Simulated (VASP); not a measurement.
Set up this calculation in VASP 6.6.1, as the native input.

* Task: single point
* Functional: PBE
* Potentials or basis: VASP PAW PBE potentials, release 64 (Co, Si)
* Cutoff: 520 eV
* k mesh: 15 × 15 × 15
* Occupations: fermi-dirac, width 0.1 eV
* Spin: no spin polarisation
* Dipole correction: no
* Further INCAR settings: ALGO = Normal; EDIFF = 1e-06; NBANDS = 16

The structure of CoSi2 (MoSi2 type) lies in POSCAR:

```
CoSi2
1.0
   -1.6004702999      1.6004702999      3.5237208960
    1.6004702999     -1.6004702999      3.5237208960
    1.6004702999      1.6004702999     -3.5237208960
Co Si
1 2
Direct
    0.0000000000      0.0000000000      0.0000000000
    0.3345896504      0.3345896504      0.0000000000
   -0.3345896504     -0.3345896504      0.0000000000
```

One way to write it, as run:

INCAR

```
SYSTEM = CoSi2
ALGO     = Normal         ! electronic algorithm
EDIFF    = 1E-6           ! SCF threshold, eV
ENCUT    = 520            ! plane-wave cutoff, eV
GGA      = PE             ! functional
ISIF     = 2              ! what is computed and relaxed
ISMEAR   = -1             ! smearing method
LASPH    = .True.         ! aspherical terms in the spheres
LCHARG   = .True.         ! write CHGCAR
LELF     = .True.         ! ELF
LREAL    = .False.        ! projectors in reciprocal space
LVHAR    = .True.       
LWAVE    = .False.        ! write WAVECAR
NBANDS   = 16             ! bands
NELM     = 100            ! most SCF steps
PREC     = Accurate       ! precision mode
SIGMA    = 0.1            ! smearing width, eV
```

KPOINTS

```
k-points
0
Gamma
  15 15 15
  0 0 0
```

Potentials or basis: VASP PAW PBE potentials, release 64 (Co, Si).

Run with:

```console
$ cat potpaw_PBE.64/Co/POTCAR potpaw_PBE.64/Si/POTCAR > POTCAR
$ mpirun -np 1 vasp_std > vasp.out
```

Results of the run:

```json
{"Pressure": "0.1 GPa", "Largest force": "0.004 eV/Å", "Band gap on the k mesh": "zero (an odd number of electrons rules out a gap without spin polarisation)"}
```

Caveat: an odd number of electrons without spin polarisation forces a metal; a magnetic or distorted state may lie lower.

Run time: 2.7 min on 1 thread of Intel(R) Xeon(R) Platinum 8259CL CPU @ 2.50GHz (Skylake/Cascade Lake), on a shared host, peak memory 0.29 GiB.
